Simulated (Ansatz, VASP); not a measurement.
**SiN: VASP beside Ansatz**

```
Si N
1.0
     2.71001    0.00000    0.00000
    -1.35501    2.34694    0.00000
     0.00000    0.00000    5.28828
Si N
2 2
Direct
  0.66667 0.33333 0.75000
  0.33333 0.66667 0.25000
  0.00000 0.00000 0.00000
  0.00000 0.00000 0.50000
```

Alike in both runs: functional r2SCAN; k mesh 18 × 18 × 8; occupations gaussian, width 0.1 eV; no spin polarisation.

Ansatz relaxed the structure, and its values are those at the end. VASP's run is a single point on that final structure, the one shown.

|  | VASP | Ansatz |
| --- | --- | --- |
| version | VASP 6.6.1 | Ansatz 0.2.0 |
| potentials or method | VASP PAW PBE potentials, release 64 (Si, N), cutoff 520 eV | scalar-relativistic, plane waves, PAW |
| valence electrons in the cell | 18 | 18 |

VASP gave:

```
gap on the k mesh at the Fermi level (eV) : none
pressure (GPa)                            : 0.4
```

Question: What did Ansatz give for the same quantities?

Answer: gap on the k mesh at the Fermi level (eV): none; pressure (GPa): 0.0.

VASP's potentials were made for PBE, not for r2SCAN. A gap of «none» marks a metal or a gap that the smearing closes.
